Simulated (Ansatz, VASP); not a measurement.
One calculation of SbRh3, two programs

File INCAR:

```
SYSTEM = SbRh3
  ALGO = Normal
  EDIFF = 1E-6
  ENCUT = 520
  ISIF = 2
  ISMEAR = -1
  LASPH = .TRUE.
  LCHARG = .TRUE.
  LELF = .TRUE.
  LREAL = .FALSE.
  LVHAR = .TRUE.
  LWAVE = .FALSE.
  NBANDS = 33
  NELM = 100
  PREC = Accurate
  SIGMA = 0.2
```

Contents of KPOINTS:

```
k-points
0
G
  6 6 6
  0 0 0
```

Contents of POSCAR:

```
SbRh3
1.0
    4.0059042978      0.0000000000      0.0000000000
    0.0000000000      4.0059042978      0.0000000000
    0.0000000000      0.0000000000      4.0059042978
Sb Rh
1 3
Direct
    0.0000000000      0.0000000000      0.0000000000
    0.5000000000      0.5000000000      0.0000000000
    0.5000000000      0.0000000000      0.5000000000
    0.0000000000      0.5000000000      0.5000000000
```

Input for Ansatz:

```yaml
crystal:
  lattice:
    - [4.005904297758162, 0.0, 0.0]
    - [0.0, 4.005904297758162, 0.0]
    - [0.0, 0.0, 4.005904297758162]
  atoms:
    - { symbol: Sb, position: [0.0, 0.0, 0.0] }
    - { symbol: Rh, position: [0.5, 0.5, 0.0] }
    - { symbol: Rh, position: [0.5, 0.0, 0.5] }
    - { symbol: Rh, position: [0.0, 0.5, 0.5] }
basis:
  ecutwfc: 530.0
  ecutrho_ratio: 6
kpoints:
  mp_grid:
    grid: [6, 6, 6]
hamiltonian:
  xc: lda
scf:
  n_extra_bands: 12
  occupations:
    method: fermi_dirac
    width: 0.2
output:
  stress: true
```

Alike in both runs: task single point; functional LDA; k mesh 6 × 6 × 6; occupations fermi-dirac, width 0.2 eV; no spin polarisation.

|  | VASP | Ansatz |
| --- | --- | --- |
| version | VASP 6.6.1 | Ansatz 0.2.0 |
| potentials or method | VASP PAW LDA potentials, release 64 (Sb, Rh_pv), cutoff 520 eV | plane waves, PAW |
| valence electrons in the cell | 50 | 66 |

|  | VASP | Ansatz | Ansatz less VASP |
| --- | --- | --- | --- |
| pressure (GPa) | -17.7 | -18.1 | -0.40 |

LDA's correlation is that of Perdew and Zunger in VASP and of Perdew and Wang (1992) in Ansatz. VASP's potentials hold 50 valence electrons a cell and Ansatz's 66, so a difference there can come from the potentials and not from the codes.

Neither program's run includes spin-orbit coupling.
